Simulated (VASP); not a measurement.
# BC5 (P-62m) in VASP: single point with PBE

Aim: the single point of BC5 with PBE.

Program: VASP 6.6.1. These are calculated values, not measurements. Logs are shortened: lines on timing, memory, paths and dates and some standing lists are left out, and cuts for length are marked.

## (1) The cell of the first run

The structure is hexagonal, space group P-62m (No. 189). Conventional cell: a = 3.349 Å, b = 3.349 Å, c = 6.867 Å, α = 90.00°, β = 90.00°, γ = 120.00°. Within 2.6 Å of B (site symmetry -62m) lie 6 C at 1.93 Å. Within 2.6 Å of C (site symmetry -6) lie 3 B at 1.93 Å and 3 C at 1.93 Å. C (site symmetry m2m) has 2 C at 1.39 Å within 1.9 Å.

## (2) Single point, PBE

The input, INCAR:

```
SYSTEM = BC5
ALGO = Normal ; EDIFF = 1E-6
ENCUT = 1300 ; GGA = PE
GGA_COMPAT = .False. ; ISIF = 2
ISMEAR = 0 ; LASPH = .True.
LCHARG = .False. ; LREAL = .False.
LWAVE = .False. ; NBANDS = 20
NELM = 120 ; PREC = Accurate
SIGMA = 0.1
```

The input, KPOINTS:

```
k-points
0
Gamma
  12 12 6
  0 0 0
```

The input, POSCAR:

```
BC5
1.0
    3.3488346686      0.0000000000      0.0000000000
   -1.6744173343      2.9001758961      0.0000000000
    0.0000000000      0.0000000000      6.8667887860
B C
1 5
Direct
    0.0000000000      0.0000000000      0.0000000000
    0.6666666667      0.3333333333      0.0000000000
    0.2404471248      0.0000000000      0.5000000000
    0.7595528752      0.7595528752      0.5000000000
    0.0000000000      0.2404471248      0.5000000000
    0.3333333333      0.6666666667      0.0000000000
```

Potentials or basis: VASP PAW PBE potentials, release 64 (B_h, C_h).

On the command line:

```sh
$ cat potpaw_PBE.64/B_h/POTCAR potpaw_PBE.64/C_h/POTCAR > POTCAR
$ mpirun -np 1 vasp_std > vasp.out
```

OUTCAR:

```text
SYSTEM = BC5
   EDIFF = 1E-6
   ENCUT = 1300
   GGA = PE
   ISIF = 2
   ISMEAR = 0
   LASPH = .True.
   LREAL = .False.
   NELM = 120
   PREC = Accurate

 ion  position               nearest neighbor table
   1  0.000  0.000  0.000-
   2  0.667  0.333  0.000-
   3  0.240  0.000  0.500-   4 1.39   5 1.39
   4  0.760  0.760  0.500-   3 1.39   5 1.39
   5  0.000  0.240  0.500-   3 1.39   4 1.39
   6  0.333  0.667  0.000-

  LATTYP: Found a hexagonal cell.
 ALAT       =     3.3488346686
 C/A-ratio  =     2.0505009848

  Lattice vectors:

 A1 = (   3.3488346686,   0.0000000000,   0.0000000000)
 A2 = (  -1.6744173343,   2.9001758961,   0.0000000000)
 A3 = (   0.0000000000,   0.0000000000,   6.8667887860)

Analysis of symmetry for initial positions (statically):
=====================================================================
 Subroutine PRICEL returns:
 Original cell was already a primitive cell.

 Routine SETGRP: Setting up the symmetry group for a
 hexagonal supercell.

 Subroutine GETGRP returns: Found 12 space group operations
 (whereof 12 operations were pure point group operations)
 out of a pool of 24 trial point group operations.

The static configuration has the point symmetry D_3h.

Analysis of symmetry for dynamics (positions and initial velocities):
=====================================================================
 Subroutine PRICEL returns:
 Original cell was already a primitive cell.

 Routine SETGRP: Setting up the symmetry group for a
 hexagonal supercell.

 Subroutine GETGRP returns: Found 12 space group operations
 (whereof 12 operations were pure point group operations)
 out of a pool of 24 trial point group operations.

The dynamic configuration has the point symmetry D_3h.

 Subroutine INISYM returns: Found 12 space group operations
 (whereof 12 operations are pure point group operations),
 and found     1 'primitive' translations

----------------------------------------------------------------------------------------

                                     Primitive cell

  volume of cell :      66.6917

  direct lattice vectors                    reciprocal lattice vectors
     3.348834669  0.000000000  0.000000000     0.298611338  0.172403336  0.000000000
    -1.674417334  2.900175896  0.000000000     0.000000000  0.344806672  0.000000000
     0.000000000  0.000000000  6.866788786     0.000000000  0.000000000  0.145628478

  length of vectors
     3.348834669  3.348834669  6.866788786     0.344806672  0.344806672  0.145628478

  position of ions in fractional coordinates (direct lattice)
     0.000000000  0.000000000  0.000000000
     0.666666667  0.333333333  0.000000000
     0.240447125  0.000000000  0.500000000
     0.759552875  0.759552875  0.500000000
     0.000000000  0.240447125  0.500000000
     0.333333333  0.666666667  0.000000000

  ion indices of the primitive-cell ions
   primitive index   ion index
                 1           1
                 2           2
                 3           3
                 4           4
                 5           5
                 6           6

----------------------------------------------------------------------------------------

 KPOINTS: k-points

Automatic generation of k-mesh.
 Grid dimensions read from file:
 generate k-points for:   12   12    6

 Generating k-lattice:

  Cartesian coordinates                     Fractional coordinates (reciprocal lattice)
     0.024884278  0.014366945  0.000000000     0.083333333  0.000000000  0.000000000
     0.000000000  0.028733889  0.000000000     0.000000000  0.083333333  0.000000000
     0.000000000  0.000000000  0.024271413     0.000000000  0.000000000  0.166666667

  Length of vectors
     0.028733889  0.028733889  0.024271413

  Shift w.r.t. Gamma in fractional coordinates (k-lattice)
     0.000000000  0.000000000  0.000000000

 Subroutine IBZKPT returns following result:
 ===========================================

 Found     76 irreducible k-points:

 Following reciprocal coordinates:
            Coordinates               Weight
  0.000000  0.000000  0.000000      1.000000
  0.083333  0.000000  0.000000      6.000000
  0.166667  0.000000  0.000000      6.000000
  0.250000  0.000000  0.000000      6.000000
  0.333333  0.000000  0.000000      6.000000
  0.416667  0.000000  0.000000      6.000000
[... 16 lines left out ...]
  0.250000  0.000000  0.166667     12.000000
  0.333333  0.000000  0.166667     12.000000
 [... further k-points ...]
   k-points           NKPTS =     76   k-points in BZ     NKDIM =     76   number of bands    NBANDS=     20
   number of dos      NEDOS =    301   number of ions     NIONS =      6
   total plane-waves  NPLWV = 134400
   dimension x,y,z NGX =    40 NGY =   40 NGZ =   84
   dimension x,y,z NGXF=    80 NGYF=   80 NGZF=  168
   ions per type =               1   5
   NGX,Y,Z   is equivalent  to a cutoff of  19.86, 19.86, 20.34 a.u.
   NGXF,Y,Z  is equivalent  to a cutoff of  39.71, 39.71, 40.67 a.u.
 SYSTEM =  BC5
   PREC   = accura    normal or accurate (medium, high low for compatibility)
   ISTART =      0    job   : 0-new  1-cont  2-samecut
   ICHARG =      2    charge: 1-file 2-atom 10-const
   ISPIN  =      1    spin polarized calculation?
   LNONCOLLINEAR =      F non collinear calculations
   LSORBIT =      F    spin-orbit coupling
   LASPH  =      T    aspherical Exc in radial PAW
   ENCUT  = 1300.0 eV  95.55 Ry    9.77 a.u.   9.85  9.85 20.19*2*pi/ulx,y,z
   NELM   =    120;   NELMIN=  2; NELMDL= -5     # of ELM steps
   EDIFF  = 0.1E-05   stopping-criterion for ELM
   LREAL  =      F    real-space projection
   EDIFFG = 0.1E-04   stopping-criterion for IOM
   NSW    =      0    number of steps for IOM
   IBRION =     -1    ionic relax: 0-MD 1-quasi-New 2-CG
   NFREE  =      0    steps in history (QN), initial steepest desc. (CG)
   ISIF   =      2    stress and relaxation
   ISYM   =      2    0-nonsym 1-usesym 2-fastsym
   POTIM  = 0.5000    time-step for ionic-motion
   TEBEG  =    0.0;   TEEND  =   0.0 temperature during run
   PSTRESS=    0.0 pullay stress
   NELECT =      23.0000    total number of electrons
   NUPDOWN=      -1.0000    fix difference up-down
   EMIN   =  10.00;   EMAX   =-10.00  energy-range for DOS
   EFERMI =   0.00;   METHOD = LEGACY
   ISMEAR =     0;   SIGMA  =   0.10  broadening in eV -4-tet -1-fermi 0-gaus
   EFERMI_NEDOS =   21; number of points for ismear=-14 and -15
   IALGO  =     38    algorithm
   IMIX   =      4    mixing-type and parameters
     AMIX     =   0.40;   BMIX     =  1.00
     AMIX_MAG =   1.60;   BMIX_MAG =  1.00
  volume/ion in A,a.u.               =      11.12        75.01
  Fermi-wavevector in a.u.,A,eV,Ry     =   1.148048  2.169497 17.932685  1.318015
  Thomas-Fermi vector in A             =   2.284725
   LORBIT       =      0    0 simple, 1 ext, 2 COOP (PROOUT), +10 PAW based schemes
   GGA     = PE    functional components
   LHFCALC =     F    Hartree Fock is set to
   AEXX    =    0.0000 exact exchange contribution
   IVDW    =     0    specifies the selected vdW correction
   LEPSILON=     F    determine dielectric tensor
   LRPA    =     F    only Hartree local field effects (RPA)
 non-spin polarized calculation
 Gauss-broadening in eV      SIGMA  =   0.10
  energy-cutoff  :     1300.00
  volume of cell :       66.69
 maximum number of plane-waves:      7136
 NGX is ok and might be reduce to    40
   NGX = 19   NGY = 19   NGZ = 41

 number of electron      23.0000000 magnetization

 Free energy of the ion-electron system (eV)
  ---------------------------------------------------
  ext. energy  EPLUGINS =         0.00000000
  ---------------------------------------------------
  free energy    TOTEN  =       -32.87630806 eV

  energy without entropy =      -32.86648187  energy(sigma->0) =      -32.87139496

 E-fermi :   3.8664     XC(G=0):  -9.7453

 val. band max:        3.8569340901   @ k =   0.3333   0.1667   0.5000
 cond. band min:       3.8778010796   @ k =   0.3333   0.3333   0.3333
 fundamental gap:      0.0208669895
 Fermi energy:         3.8664490994

 k-point     1 :       0.0000    0.0000    0.0000
  band No.  band energies     occupation
      1     -16.1794      2.00000
      2     -12.2979      2.00000
      3      -4.0841      2.00000
      4      -3.4735      2.00000
      5      -1.9937      2.00000
      6      -1.9937      2.00000
[... 12 lines left out ...]
     19       8.1297      0.00000
     20       9.2302      0.00000

 k-point     2 :       0.0833    0.0000    0.0000
  band No.  band energies     occupation
      1     -16.1388      2.00000
      2     -12.2053      2.00000
      3      -4.5518      2.00000
      4      -3.3851      2.00000
      5      -2.1511      2.00000
      6      -1.5636      2.00000
[... 12 lines left out ...]
     19       8.3054      0.00000
     20       9.2393      0.00000

 k-point     3 :       0.1667    0.0000    0.0000
  band No.  band energies     occupation
      1     -16.0241      2.00000
      2     -11.9284      2.00000
      3      -5.4015      2.00000
      4      -3.1273      2.00000
      5      -3.0488      2.00000
      6      -2.5357      2.00000
[... 12 lines left out ...]
     19       8.6975      0.00000
     20       9.6030      0.00000

 k-point     4 :       0.2500    0.0000    0.0000
  band No.  band energies     occupation
      1     -15.8577      2.00000
      2     -11.4711      2.00000
      3      -6.2331      2.00000
      4      -4.6893      2.00000
      5      -2.9961      2.00000
      6      -2.7258      2.00000
[... 429 lines left out ...]
 k-point    23 :       0.2500    0.0000    0.1667
  band No.  band energies     occupation
      1     -15.8575      2.00000
      2     -11.4726      2.00000
      3      -6.2364      2.00000
      4      -4.6903      2.00000
      5      -2.9953      2.00000
      6      -2.6617      2.00000
[... 12 lines left out ...]
     19       8.9790      0.00000
     20      10.6727      0.00000

 k-point    24 :       0.3333    0.0000    0.1667
  band No.  band energies     occupation
      1     -15.6780      2.00000
      2     -10.8452      2.00000
      3      -6.9213      2.00000
      4      -6.1817      2.00000
      5      -3.3997      2.00000
      6      -2.9204      2.00000
[... 12 lines left out ...]
     19      10.1520      0.00000
     20      11.7115      0.00000

 [... further k-points ...]

------------------------ aborting loop because EDIFF is reached ----------------------------------------

  FORCE on cell =-STRESS in cart. coord.  units (eV):
  Direction    XX          YY          ZZ          XY          YZ          ZX
  --------------------------------------------------------------------------------------
  -------------------------------------------------------------------------------------
  Total       -0.0509269     -0.0509269     -0.0092116      0.0000000      0.0000000      0.0000000
  in kB       -1.2234487     -1.2234487     -0.2212955      0.0000000      0.0000000      0.0000000
  external PRESSURE =      -0.8893976 kB  Pullay stress =       0.0000000 kB

 VOLUME and BASIS-vectors are now :
 -----------------------------------------------------------------------------
  energy-cutoff  :     1300.00
  volume of cell :       66.69
      direct lattice vectors                 reciprocal lattice vectors
     3.348834669  0.000000000  0.000000000     0.298611338  0.172403336  0.000000000
    -1.674417334  2.900175896  0.000000000     0.000000000  0.344806672  0.000000000
     0.000000000  0.000000000  6.866788786     0.000000000  0.000000000  0.145628478

 POSITION                                       TOTAL-FORCE (eV/Angst)
 -----------------------------------------------------------------------------------
      0.00000      0.00000      0.00000        -0.000000      0.000000      0.000000
      1.67442      0.96673      0.00000        -0.000000      0.000000      0.000000
      0.80522      0.00000      3.43339         0.008050      0.000000      0.000000
      1.27181      2.20284      3.43339        -0.004025     -0.006972      0.000000
     -0.40261      0.69734      3.43339        -0.004025      0.006972      0.000000
     -0.00000      1.93345      0.00000        -0.000000      0.000000      0.000000
 -----------------------------------------------------------------------------------
    total drift:                                0.000000      0.000000     -0.000000

  FREE ENERGIE OF THE ION-ELECTRON SYSTEM (eV)
  ---------------------------------------------------
  free  energy   TOTEN  =       -32.8763080578 eV

  energy  without entropy=      -32.8664818709  energy(sigma->0) =      -32.87139496
```

Wall time 4.3 min (1 thread of Intel Xeon Platinum 8488C (Sapphire Rapids), shared host); peak memory 0.55 GiB.

Results:

| Item | Value |
| --- | --- |
| Free energy | -32.8763 eV |
| Pressure | -0.1 GPa |
| Largest force | 0.008 eV/Å |
| Band gap on the k mesh | zero (an odd number of electrons rules out a gap without spin polarisation) |

Forces on the atoms (eV/Å):
```
B    0.000  0.000  0.000
C    0.000  0.000  0.000
C    0.008  0.000  0.000
C   -0.004 -0.007  0.000
C   -0.004  0.007  0.000
C    0.000  0.000  0.000
```

Caveat: this functional lacks dispersion, which binds layers or chains, so the pressure and a relaxed spacing across them are unreliable; an odd number of electrons without spin polarisation forces a metal; a magnetic or distorted state may lie lower.

The gap in the log of VASP goes by the Fermi energy; the results here count the filled bands.